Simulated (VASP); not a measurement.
Write the native input for VASP 6.6.1 that does the following.

```
Task                   : single point
Functional             : PBE
Potentials or basis    : VASP PAW PBE potentials, release 64 (Mn_pv, F)
Cutoff                 : 520 eV
k mesh                 : 6 × 6 × 8
Occupations            : fermi-dirac, width 0.05 eV
Spin                   : no spin polarisation
Dipole correction      : no
Further INCAR settings : ALGO = Normal; EDIFF = 1e-06; NBANDS = 36
```

The structure of MnF2 lies in POSCAR:

```
MnF2
1.0
    4.8738000000      0.0000000000      0.0000000000
    0.0000000000      4.8738000000      0.0000000000
    0.0000000000      0.0000000000      3.3107000000
Mn F
2 4
Direct
    0.0000000000      0.0000000000      0.0000000000
    0.5000000000      0.5000000000      0.5000000000
    0.3053000000      0.3053000000      0.0000000000
    0.1947000000      0.8053000000      0.5000000000
    0.6947000000      0.6947000000      0.0000000000
    0.8053000000      0.1947000000      0.5000000000
```

One way to write it, as run:

INCAR

```
SYSTEM = MnF2
  PREC = Accurate
  ENCUT = 520
  EDIFF = 1E-6
  ISMEAR = -1
  SIGMA = 0.05
  LREAL = .False.
  LASPH = .True.
  NELM = 80
  ALGO = Normal
  ISIF = 2
  LWAVE = .False.
  LCHARG = .True.
  GGA = PE
  LELF = .True.
  LVHAR = .True.
  NBANDS = 36
```

KPOINTS

```
regular mesh
0
Gamma
  6 6 8
  0 0 0
```

Potentials or basis: VASP PAW PBE potentials, release 64 (Mn_pv, F).

The run is started by

```console
$ cat potpaw_PBE.64/Mn_pv/POTCAR potpaw_PBE.64/F/POTCAR > POTCAR
$ mpirun -np 1 vasp_std > vasp.out
```

Results of the run:

The pressure is -15.7 GPa. The largest force is 0.031 eV/Å and the band gap on the k mesh is zero (bands 27 and 28 overlap by 0.19 eV).

Caveat: the cell stands under tension; the run has no spin polarisation, though such a crystal can be magnetic; semilocal functionals often make such compounds metallic where correlation or magnetic order opens a gap, which also shifts bond lengths.

Wall time 42 s on 1 thread of Intel(R) Xeon(R) 6975P-C (Granite Rapids), with other jobs on the host, peak memory 0.25 GiB.
